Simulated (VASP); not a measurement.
# AlC2 (I4/mcm) in VASP: a series of runs, part 2 of 2

VASP 6.6.1.

**4. Relaxation of cell and atoms, PBE**

This run uses another cell than the first one, of 10.20 Å³/atom.

Input file INCAR:

```
PREC     = Accurate       # precision mode
ENCUT    = 600            # plane-wave cutoff, eV
EDIFF    = 1E-7           # SCF threshold, eV
ISMEAR   = 0              # smearing method
SIGMA    = 0.1            # smearing width, eV
LREAL    = False          # projectors in reciprocal space
LASPH    = True           # aspherical terms in the spheres
NELM     = 100            # most SCF steps
ALGO     = Normal         # electronic algorithm
ISIF     = 3              # what is computed and relaxed
LWAVE    = False          # write WAVECAR
LCHARG   = False          # write CHGCAR
GGA      = PE             # functional
IBRION   = 2              # ionic algorithm
NSW      = 90             # ionic steps
EDIFFG   = -0.04          # ionic threshold
```

Input file KPOINTS:

```
Automatic mesh
0
Gamma
  6 6 6
```

Input file POSCAR:

```
AlC2
1.0
   -2.6387889762      2.6387889762      2.1965309974
    2.6387889762     -2.6387889762      2.1965309974
    2.6387889762      2.6387889762     -2.1965309974
Al C
2 4
Direct
    0.2500000000      0.2500000000      0.0000000000
    0.7500000000      0.7500000000      0.0000000000
    0.6670000000      0.1670000000      0.8340000000
    0.1670000000      0.3330000000      0.5000000000
    0.3330000000      0.8330000000      0.1660000000
    0.8330000000      0.6670000000      0.5000000000
```

The run is started by

```console
$ cat potpaw_PBE.64/Al/POTCAR potpaw_PBE.64/C/POTCAR > POTCAR
$ mpirun -np 1 vasp_std > vasp.out
```

Run time: 23 min. Hardware: 1 thread of AMD EPYC 7R13, shared host; peak memory 0.24 GiB.

Results (log left out):

```
Free energy                           : -35.1901 eV
Relaxed volume                        : 8.43 Å³/atom
Relaxed cell                          : a = 4.208 Å, b = 4.208 Å, c = 4.208 Å, α = 122.46°, β = 122.46°, γ = 85.80°
Space group after relaxing (to 0.1 Å) : P4/mmm (No. 123)
Energy gained by relaxing             : 976.3 meV/atom
Ionic steps                           : 38
Pressure after relaxing               : 0.5 GPa
Largest force after relaxing          : 0.040 eV/Å
Band gap on the k mesh                : zero (bands 11 and 12 overlap by 1.13 eV)
```

Forces in eV/Å, atoms in the order of the input:
```
Al   0.000  0.000  0.000
Al   0.000  0.000  0.000
C   -0.028 -0.028  0.000
C    0.028 -0.028  0.000
C    0.028  0.028  0.000
C   -0.028  0.028  0.000
```

Step by step:
| step | energy change (eV) | largest force (eV/Å) | pressure (GPa) | volume (Å³) |
| --- | --- | --- | --- | --- |
| 1 | 0.0000 | 0.3078 | -5.85 | 61.18 |
| 2 | -1.9082 | 0.6085 | -1.80 | 57.32 |
| 3 | -2.9086 | 0.8175 | 6.12 | 53.39 |
| 4 | -3.3300 | 0.4757 | 41.40 | 44.04 |
| 5 | -3.8970 | 0.5311 | 19.16 | 48.59 |
| 6 | -3.8940 | 0.2153 | 25.10 | 47.11 |
| 7 | -3.1450 | 0.1980 | -18.61 | 57.52 |
| 8 | -4.2705 | 0.2184 | 4.07 | 50.70 |
| 9 | -4.2707 | 0.2106 | 4.57 | 50.60 |
| 10 | -4.3165 | 0.2350 | -0.65 | 52.29 |
| 11 | -4.3184 | 0.2293 | 0.17 | 52.00 |
| 12 | -4.3379 | 0.4440 | -0.87 | 52.25 |
| 13 | -4.4585 | 1.0022 | -3.71 | 53.01 |
| 14 | -4.7857 | 1.2224 | -9.87 | 54.54 |
| 15 | -5.1210 | 0.7259 | -20.97 | 57.67 |
| 16 | -5.1202 | 0.8007 | -20.08 | 57.37 |
| 17 | -5.1209 | 0.7982 | -20.10 | 57.38 |
| 18 | -5.1227 | 0.7903 | -20.18 | 57.40 |
| 19 | -5.1262 | 0.7743 | -20.33 | 57.44 |
| 20 | -5.1323 | 0.7422 | -20.62 | 57.53 |
| 21 | -5.1409 | 0.6756 | -21.20 | 57.71 |
| 22 | -5.1432 | 0.5342 | -22.29 | 58.06 |
| 23 | -5.1447 | 0.5930 | -21.85 | 57.91 |
| 24 | -5.1553 | 0.5881 | -21.74 | 57.86 |
| 25 | -5.1867 | 0.5732 | -21.41 | 57.70 |
| 26 | -5.2475 | 0.5429 | -20.73 | 57.37 |
| 27 | -5.3613 | 0.4798 | -19.28 | 56.73 |
| 28 | -5.5558 | 0.3449 | -16.07 | 55.47 |
| 29 | -5.7979 | 0.0430 | -8.22 | 52.98 |
| 30 | -5.5865 | 0.6366 | 13.99 | 48.24 |
| 31 | -5.8392 | 0.1254 | -3.06 | 51.66 |
| 32 | -5.8395 | 0.1424 | -2.56 | 51.54 |
| 33 | -5.8441 | 0.1314 | -2.25 | 51.42 |
| 34 | -5.8540 | 0.0974 | -1.27 | 51.07 |
| 35 | -5.8533 | 0.0237 | 0.85 | 50.36 |
| 36 | -5.8570 | 0.0631 | -0.26 | 50.73 |
| 37 | -5.8577 | 0.0533 | 0.04 | 50.67 |
| 38 | -5.8580 | 0.0397 | 0.47 | 50.59 |

Final structure:
```
CELL_PARAMETERS angstrom
-2.02549 2.02549 3.08276
2.02549 -2.02549 3.08276
2.02549 2.02549 -3.08276
ATOMIC_POSITIONS crystal
Al 0.25000 0.25000 0.00000
Al 0.75000 0.75000 0.00000
C 0.75099 0.25099 0.00198
C 0.25099 0.24901 0.50000
C 0.24901 0.74901 0.99802
C 0.74901 0.75099 0.50000
```

Levels at points of the mesh, in eV from the Fermi level:
| k point | band 8 | band 9 | band 10 | band 11 | band 12 | band 13 | band 14 | band 15 |
| --- | --- | --- | --- | --- | --- | --- | --- | --- |
| (0.00, 0.00, 0.00) | -4.98 | -4.43 | -4.43 | -4.12 | 0.71 | 1.48 | 2.79 | 2.95 |
| (0.50, 0.00, 0.00) | -6.43 | -1.51 | -1.51 | -0.49 | -0.49 | 3.48 | 3.48 | 6.08 |
| (0.50, 0.50, 0.00) | -1.71 | -1.28 | -0.90 | 0.11 | 0.74 | 0.94 | 2.21 | 2.41 |
| (0.50, 0.50, 0.50) | -3.93 | -2.61 | -0.96 | -0.96 | -0.31 | 6.71 | 6.71 | 7.59 |

Caveat: the volume moved by over 15 % at a fixed basis, so the end points are rough.

**5. Single point, PBE**

Input file INCAR:

```
SYSTEM = AlC2
ALGO     = Normal         ! electronic algorithm
EDIFF    = 1E-6           ! SCF threshold, eV
ENCUT    = 520            ! plane-wave cutoff, eV
GGA      = PE             ! functional
ISIF     = 2              ! what is computed and relaxed
ISMEAR   = 0              ! smearing method
LASPH    = .True.         ! aspherical terms in the spheres
LCHARG   = .True.         ! write CHGCAR
LELF     = .True.         ! ELF
LREAL    = .False.        ! projectors in reciprocal space
LVHAR    = .True.       
LWAVE    = .False.        ! write WAVECAR
NBANDS   = 20             ! bands
NELM     = 100            ! most SCF steps
PREC     = Accurate       ! precision mode
SIGMA    = 0.1            ! smearing width, eV
```

Input file KPOINTS:

```
k-points
0
Gamma
  12 12 12
  0 0 0
```

Input file POSCAR:

```
AlC2
1.0
   -2.3275955595      2.3275955595      2.7336364050
    2.3275955595     -2.3275955595      2.7336364050
    2.3275955595      2.3275955595     -2.7336364050
Al C
2 4
Direct
    0.2500000000      0.2500000000      0.0000000000
    0.7500000000      0.7500000000      0.0000000000
    0.5992713327      0.0992713327      0.6985426654
    0.0992713327      0.4007286673      0.5000000000
    0.4007286673      0.9007286673      0.3014573346
    0.9007286673      0.5992713327      0.5000000000
```

The run is started by

```console
$ cat potpaw_PBE.64/Al/POTCAR potpaw_PBE.64/C/POTCAR > POTCAR
$ mpirun -np 1 vasp_std > vasp.out
```

Wall time 3.9 min (1 thread of AMD EPYC 7R13, shared host); peak memory 0.28 GiB.

It converged, with:

- Free energy: -36.9502 eV
- Pressure: 0.2 GPa
- Largest force: 0.102 eV/Å
- Band gap on the k mesh: zero (bands 11 and 12 overlap by 1.82 eV)

Forces in eV/Å, atoms in the order of the input:
```
Al   0.000  0.000  0.000
Al   0.000  0.000  0.000
C    0.072  0.072  0.000
C   -0.072  0.072  0.000
C   -0.072 -0.072  0.000
C    0.072 -0.072  0.000
```

Stress tensor (GPa, compression positive):
```
 0.25  0.00  0.00
 0.00  0.25  0.00
 0.00  0.00 -0.05
```

Levels at points of the mesh, in eV from the Fermi level:
| k point | band 7 | band 8 | band 9 | band 10 | band 11 | band 12 | band 13 | band 14 | band 15 | band 16 |
| --- | --- | --- | --- | --- | --- | --- | --- | --- | --- | --- |
| (0.00, 0.00, 0.00) | -3.45 | -3.45 | -2.72 | -2.18 | -0.82 | -0.80 | -0.80 | 2.16 | 5.25 | 6.70 |
| (0.50, 0.00, 0.00) | -3.60 | -3.60 | -0.64 | -0.64 | 0.81 | 0.81 | 1.99 | 1.99 | 5.76 | 5.76 |
| (0.50, 0.50, 0.00) | -2.81 | -2.24 | -2.15 | -1.01 | -0.25 | 1.11 | 3.03 | 3.87 | 4.39 | 6.66 |
| (0.50, 0.50, 0.50) | -4.31 | -1.96 | -1.96 | -1.11 | 0.13 | 3.31 | 3.31 | 5.32 | 6.40 | 8.29 |

**6. Overview**

```csv
task,cell,k mesh,cutoff (eV),gap on the mesh (eV),pressure (GPa),largest force (eV/Å)
single point,"a = 4.280 Å, angles 114.1, 114.1, 100.6°, 6 atoms, atomic positions A",6 × 6 × 6,520,none,0.2,0.11
single point,"a = 4.330 Å, angles 104.9, 104.9, 119.0°, 6 atoms, atomic positions B",6 × 6 × 6,520,none,-5.8,0.31
relaxation of cell and atoms,"relaxed from a = 4.330 Å, angles 104.9, 104.9, 119.0°, 6 atoms, atomic positions B",6 × 6 × 6,600,none,0.5,0.04
single point,"a = 4.279 Å, angles 114.1, 114.1, 100.6°, 6 atoms, atomic positions C",12 × 12 × 12,520,none,0.2,0.10
```

Alike in all rows: level PBE; potentials or basis VASP PAW PBE potentials, release 64 (Al, C); no spin polarisation; smearing gaussian 0.1 eV.

Caveats: the stress differs along the axes, from -25 to 33 GPa (at least some runs); the volume moved by over 15 % at a fixed basis, so the end points are rough (at least some runs).

Absolute energies hang on the potentials; compare differences alone.
